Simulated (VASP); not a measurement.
# Au (I4/mmm) in VASP: notebook

The runs below take Au through single point, with PBEsol.

Everything below comes from runs of VASP 6.6.1. Logs are shortened: lines on timing, memory, paths and dates and some standing lists are left out, and cuts for length are marked.

**1. The cell of the first run**

The structure is tetragonal, space group I4/mmm (No. 139). Conventional cell: a = 2.945 Å, b = 2.945 Å, c = 3.942 Å, α = 90.00°, β = 90.00°, γ = 90.00°. Within 3.8 Å of Au (site symmetry 4/mmm) lie 12 Au at 2.87 to 2.95 Å.

**2. Single point, PBEsol (biaxial strain in the a-b plane: +2.0 %, then relaxed in part)**

Contents of INCAR:

```
SYSTEM = Au
PREC     = Accurate       ! precision mode
ENCUT    = 520            ! plane-wave cutoff, eV
EDIFF    = 1E-6           ! SCF threshold, eV
ISMEAR   = 0              ! smearing method
SIGMA    = 0.1            ! smearing width, eV
LREAL    = .False.        ! projectors in reciprocal space
LASPH    = .True.         ! aspherical terms in the spheres
NELM     = 80             ! most SCF steps
ALGO     = Fast           ! electronic algorithm
ISIF     = 2              ! what is computed and relaxed
LWAVE    = .False.        ! write WAVECAR
LCHARG   = .True.         ! write CHGCAR
GGA      = PS             ! functional
LELF     = .True.         ! ELF
LVHAR    = .True.       
NBANDS   = 18             ! bands
```

Contents of KPOINTS:

```
Automatic mesh
0
Gamma
  18 18 14
  0 0 0
```

Contents of POSCAR:

```
Au
1.0
    2.0827175339      2.0827175339      0.0000000000
   -2.0827175339      2.0827175339      0.0000000000
    0.0000000000      0.0000000000      3.9419094081
Au
2
Direct
    0.0000000000      0.0000000000      0.0000000000
    0.5000000000      0.5000000000      0.5000000000
```

Potentials or basis: VASP PAW PBE potentials, release 64 (Au).

Started as:

```console
$ cat potpaw_PBE.64/Au/POTCAR > POTCAR
$ mpirun -np 1 vasp_std > vasp.out
```

OUTCAR:

```text
SYSTEM = Au
   PREC = Accurate
   ENCUT = 520
   EDIFF = 1E-6
   ISMEAR = 0
   LREAL = .False.
   LASPH = .True.
   NELM = 80
   ISIF = 2
   GGA = PS

 ion  position               nearest neighbor table
   1  0.000  0.000  0.000-   2 2.87   2 2.87   2 2.87   2 2.87   2 2.87   2 2.87   2 2.87   2 2.87

   2  0.500  0.500  0.500-   1 2.87   1 2.87   1 2.87   1 2.87   1 2.87   1 2.87   1 2.87   1 2.87

  LATTYP: Found a simple tetragonal cell.
 ALAT       =     2.9454073830
 C/A-ratio  =     1.3383240060

  Lattice vectors:

 A1 = (   2.0827175339,   2.0827175339,   0.0000000000)
 A2 = (  -2.0827175339,   2.0827175339,   0.0000000000)
 A3 = (   0.0000000000,   0.0000000000,   3.9419094081)

Analysis of symmetry for initial positions (statically):
=====================================================================
 Subroutine PRICEL returns following result:

  LATTYP: Found a body centered tetragonal cell.
 ALAT       =     2.9454073830
 C/A-ratio  =     1.3383240060

  Lattice vectors:

 A1 = (   0.0000000000,  -2.0827175339,  -1.9709547041)
 A2 = (   0.0000000000,   2.0827175339,  -1.9709547040)
 A3 = (   2.0827175339,   0.0000000000,   1.9709547040)

   2 primitive cells build up your supercell.

 Routine SETGRP: Setting up the symmetry group for a
 simple tetragonal supercell.

 Subroutine GETGRP returns: Found 16 space group operations
 (whereof 16 operations were pure point group operations)
 out of a pool of 16 trial point group operations.

The static configuration has the point symmetry D_4h.

Analysis of symmetry for dynamics (positions and initial velocities):
=====================================================================
 Subroutine PRICEL returns following result:

  LATTYP: Found a body centered tetragonal cell.
 ALAT       =     2.9454073830
 C/A-ratio  =     1.3383240060

  Lattice vectors:

 A1 = (   0.0000000000,  -2.0827175339,  -1.9709547041)
 A2 = (   0.0000000000,   2.0827175339,  -1.9709547040)
 A3 = (   2.0827175339,   0.0000000000,   1.9709547040)

   2 primitive cells build up your supercell.

 Routine SETGRP: Setting up the symmetry group for a
 simple tetragonal supercell.

 Subroutine GETGRP returns: Found 16 space group operations
 (whereof 16 operations were pure point group operations)
 out of a pool of 16 trial point group operations.

The dynamic configuration has the point symmetry D_4h.

 Subroutine INISYM returns: Found 16 space group operations
 (whereof 16 operations are pure point group operations),
[... 93 lines left out ...]
   NELM   =     80;   NELMIN=  2; NELMDL= -5     # of ELM steps
   EDIFF  = 0.1E-05   stopping-criterion for ELM
   LREAL  =      F    real-space projection
   EDIFFG = 0.1E-04   stopping-criterion for IOM
   NSW    =      0    number of steps for IOM
   IBRION =     -1    ionic relax: 0-MD 1-quasi-New 2-CG
   NFREE  =      0    steps in history (QN), initial steepest desc. (CG)
   ISIF   =      2    stress and relaxation
   ISYM   =      2    0-nonsym 1-usesym 2-fastsym
   POTIM  = 0.5000    time-step for ionic-motion
   TEBEG  =    0.0;   TEEND  =   0.0 temperature during run
   PSTRESS=    0.0 pullay stress
   NELECT =      22.0000    total number of electrons
   NUPDOWN=      -1.0000    fix difference up-down
   EMIN   =  10.00;   EMAX   =-10.00  energy-range for DOS
   EFERMI =   0.00;   METHOD = LEGACY
   ISMEAR =     0;   SIGMA  =   0.10  broadening in eV -4-tet -1-fermi 0-gaus
   EFERMI_NEDOS =   21; number of points for ismear=-14 and -15
   IALGO  =     68    algorithm
   IMIX   =      4    mixing-type and parameters
     AMIX     =   0.40;   BMIX     =  1.00
     AMIX_MAG =   1.60;   BMIX_MAG =  1.00
  volume/ion in A,a.u.               =      17.10       115.39
  Fermi-wavevector in a.u.,A,eV,Ry     =   1.413242  2.670641 27.174284  1.997254
  Thomas-Fermi vector in A             =   2.534908
   LORBIT       =      0    0 simple, 1 ext, 2 COOP (PROOUT), +10 PAW based schemes
   GGA     = PS    functional components
   LHFCALC =     F    Hartree Fock is set to
   AEXX    =    0.0000 exact exchange contribution
   IVDW    =     0    specifies the selected vdW correction
   LEPSILON=     F    determine dielectric tensor
   LRPA    =     F    only Hartree local field effects (RPA)
 non-spin polarized calculation
 RMM-DIIS sequential band-by-band and
 Gauss-broadening in eV      SIGMA  =   0.10
  energy-cutoff  :      520.00
  volume of cell :       34.20
 maximum number of plane-waves:       942
 NGX is ok and might be reduce to    24
   NGX = 11   NGY = 11   NGZ = 15

 number of electron      21.9999997 magnetization

 Free energy of the ion-electron system (eV)
  ---------------------------------------------------
  ext. energy  EPLUGINS =         0.00000000
  ---------------------------------------------------
  free energy    TOTEN  =        -7.84657718 eV

  energy without entropy =       -7.84438132  energy(sigma->0) =       -7.84547925

 E-fermi :   9.2446     XC(G=0): -12.8649

 val. band max:        9.2378700060   @ k =   0.2778   0.1667   0.4286
 cond. band min:       9.2510271563   @ k =   0.5000   0.1111   0.3571
 fundamental gap:      0.0131571503
 Fermi energy:         9.2446429197

 k-point     1 :       0.0000    0.0000    0.0000
  band No.  band energies     occupation
      1      -0.6623      2.00000
      2       2.2334      2.00000
      3       2.5076      2.00000
      4       4.4154      2.00000
      5       4.4154      2.00000
      6       4.8822      2.00000
[... 481 lines left out ...]
      5       4.5473      2.00000
      6       4.8061      2.00000
[... 10 lines left out ...]
     17      23.4976      0.00000
     18      25.8037      0.00000

 [... further k-points ...]

------------------------ aborting loop because EDIFF is reached ----------------------------------------

  FORCE on cell =-STRESS in cart. coord.  units (eV):
  Direction    XX          YY          ZZ          XY          YZ          ZX
  --------------------------------------------------------------------------------------
  -------------------------------------------------------------------------------------
  Total       -0.2911895     -0.2911895     -0.0438603      0.0000000      0.0000000     -0.0000000
  in kB      -13.6423415    -13.6423415     -2.0548736      0.0000000      0.0000000     -0.0000000
  external PRESSURE =      -9.7798522 kB  Pullay stress =       0.0000000 kB

 VOLUME and BASIS-vectors are now :
 -----------------------------------------------------------------------------
  energy-cutoff  :      520.00
  volume of cell :       34.20
      direct lattice vectors                 reciprocal lattice vectors
     2.082717534  2.082717534  0.000000000     0.240070961  0.240070961  0.000000000
    -2.082717534  2.082717534  0.000000000    -0.240070961  0.240070961  0.000000000
     0.000000000  0.000000000  3.941909408     0.000000000  0.000000000  0.253684166

 POSITION                                       TOTAL-FORCE (eV/Angst)
 -----------------------------------------------------------------------------------
      0.00000      0.00000      0.00000        -0.000000      0.000000      0.000000
      0.00000      2.08272      1.97095         0.000000     -0.000000     -0.000000
 -----------------------------------------------------------------------------------
    total drift:                               -0.000000      0.000000     -0.000000

  FREE ENERGIE OF THE ION-ELECTRON SYSTEM (eV)
  ---------------------------------------------------
  free  energy   TOTEN  =        -7.8465771752 eV

  energy  without entropy=       -7.8443813193  energy(sigma->0) =       -7.84547925
```

It took 4.5 min on 1 thread of Intel Xeon 8259CL, shared host; peak memory 0.32 GiB.

Results:

| Property | Result |
| --- | --- |
| Free energy | -7.8466 eV |
| Pressure | -1.0 GPa |
| Band gap on the k mesh | zero (band 11 reaches 13.60 eV, above the bottom of band 12 at 6.48 eV) |

Caveat: the cell differs from its parent crystal (biaxial strain in the a-b plane: +2.0 %, then relaxed in part); the PAW data sets were made with another functional, which shifts forces and pressure a little; spin-orbit coupling is left out, which moves the levels of the heavy elements.

**3. Single point, PBEsol (biaxial strain in the a-b plane: +3.0 %, then relaxed in part)**

Contents of INCAR:

```
SYSTEM = Au
ALGO     = Fast           ! electronic algorithm
EDIFF    = 1E-6           ! SCF threshold, eV
ENCUT    = 520            ! plane-wave cutoff, eV
GGA      = PS             ! functional
ISIF     = 2              ! what is computed and relaxed
ISMEAR   = 0              ! smearing method
LASPH    = .TRUE.         ! aspherical terms in the spheres
LCHARG   = .FALSE.        ! write CHGCAR
LREAL    = .FALSE.        ! projectors in reciprocal space
LWAVE    = .FALSE.        ! write WAVECAR
NBANDS   = 18             ! bands
NELM     = 100            ! most SCF steps
PREC     = Accurate       ! precision mode
SIGMA    = 0.1            ! smearing width, eV
```

Contents of KPOINTS:

```
k-points
0
G
  18 18 14
  0 0 0
```

Contents of POSCAR:

```
Au
1.0
    2.1031363333      2.1031363333      0.0000000000
   -2.1031363333      2.1031363333      0.0000000000
    0.0000000000      0.0000000000      3.8745244059
Au
2
Direct
    0.0000000000      0.0000000000      0.0000000000
    0.5000000000      0.5000000000      0.5000000000
```

Potentials or basis: VASP PAW PBE potentials, release 64 (Au).

Started as:

```console
$ cat potpaw_PBE.64/Au/POTCAR > POTCAR
$ mpirun -np 1 vasp_std > vasp.out
```

Wall time 3.9 min (1 thread of Intel Xeon 8259CL, shared host); peak memory 0.32 GiB.

The run converged. Its results:

- Free energy: -7.8405 eV
- Pressure: -1.3 GPa
- Band gap on the k mesh: zero (band 11 reaches 13.35 eV, above the bottom of band 12 at 6.37 eV)

Stress tensor (GPa, compression positive):
```
-1.81  0.00  0.00
 0.00 -1.81  0.00
 0.00  0.00 -0.20
```

Levels at points of the mesh, in eV from the Fermi level:
```tsv
k point	band 8	band 9	band 10	band 11	band 12	band 13	band 14	band 15
(0.00, 0.00, 0.00)	-2.82	-2.01	-1.62	-1.62	1.96	6.95	8.98	8.98
(0.50, 0.00, 0.00)	-3.86	-3.32	-3.32	-0.73	-0.73	9.54	9.54	10.84
(0.50, 0.50, 0.00)	-1.94	-1.43	-1.43	0.51	0.51	5.09	5.09	10.35
(0.00, 0.00, 0.50)	-3.63	-3.63	-3.63	-2.83	-2.83	14.36	14.36	14.36
(0.50, 0.00, 0.50)	-2.16	-1.79	-1.79	-1.00	-1.00	3.04	3.04	13.70
(0.50, 0.50, 0.50)	-3.21	-1.93	-1.93	3.95	3.95	6.39	6.39	6.39
```

Caveat: the cell differs from its parent crystal (biaxial strain in the a-b plane: +3.0 %, then relaxed in part); the PAW data sets were made with another functional, which shifts forces and pressure a little; spin-orbit coupling is left out, which moves the levels of the heavy elements.

**4. Single point, PBEsol (biaxial strain in the a-b plane: +3.0 %)**

Contents of INCAR:

```
PREC = Accurate
ENCUT = 520
EDIFF = 1E-6
ISMEAR = 0
SIGMA = 0.1
LREAL = F
LASPH = T
NELM = 100
ALGO = Fast
ISIF = 2
LWAVE = F
LCHARG = F
GGA = PS
NBANDS = 18
```

Contents of KPOINTS:

```
Automatic mesh
0
Gamma
  18 18 14
```

POSCAR: that of step 3 with these lines changed.

```diff
@@ -4,3 +4,3 @@
    -2.1031363333      2.1031363333      0.0000000000
-    0.0000000000      0.0000000000      3.8745244059
+    0.0000000000      0.0000000000      4.0102521927
 Au
```

Started as:

```console
$ cat potpaw_PBE.64/Au/POTCAR > POTCAR
$ mpirun -np 1 vasp_std > vasp.out
```

Wall time 3.7 min (1 thread of Intel Xeon 8259CL, shared host); peak memory 0.33 GiB.

The run converged. Its results:

```
Free energy            : -7.8169 eV
Pressure               : -6.6 GPa
Band gap on the k mesh : zero (band 11 reaches 12.87 eV, above the bottom of band 12 at 5.97 eV)
```

Stress tensor (GPa, compression positive):
```
-6.84  0.00  0.00
 0.00 -6.84  0.00
 0.00  0.00 -6.06
```

Levels at points of the mesh, in eV from the Fermi level:
```tsv
k point	band 8	band 9	band 10	band 11	band 12	band 13	band 14	band 15
(0.00, 0.00, 0.00)	-2.87	-1.99	-1.63	-1.63	1.60	6.12	9.28	9.28
(0.50, 0.00, 0.00)	-3.67	-3.16	-3.16	-0.58	-0.58	8.87	8.87	10.28
(0.50, 0.50, 0.00)	-1.81	-1.51	-1.51	0.79	0.79	5.06	5.06	10.07
(0.00, 0.00, 0.50)	-3.43	-3.43	-3.43	-2.67	-2.67	14.21	14.21	14.21
(0.50, 0.00, 0.50)	-2.04	-1.85	-1.85	-0.85	-0.85	2.84	2.84	13.86
(0.50, 0.50, 0.50)	-3.15	-1.80	-1.80	4.05	4.05	6.20	6.20	6.20
```

Caveat: the cell differs from its parent crystal (biaxial strain in the a-b plane: +3.0 %); the PAW data sets were made with another functional, which shifts forces and pressure a little; spin-orbit coupling is left out, which moves the levels of the heavy elements.

**5. Summary**

```csv
cell,gap on the mesh (eV),pressure (GPa)
"a = 2.945, b = 2.945, c = 3.942 Å, 2 atoms",none,-1.0
"a = 2.974, b = 2.974, c = 3.875 Å, 2 atoms",none,-1.3
"a = 2.974, b = 2.974, c = 4.010 Å, 2 atoms",none,-6.6
```

Alike in all rows: task single point; level PBEsol; potentials or basis VASP PAW PBE potentials, release 64 (Au); no spin polarisation; k mesh 18 × 18 × 14; cutoff (eV) 520; smearing gaussian 0.1 eV.

Caveats: the PAW data sets were made with another functional, which shifts forces and pressure a little; spin-orbit coupling is left out, which moves the levels of the heavy elements.

Absolute energies hang on the potentials; compare differences alone.
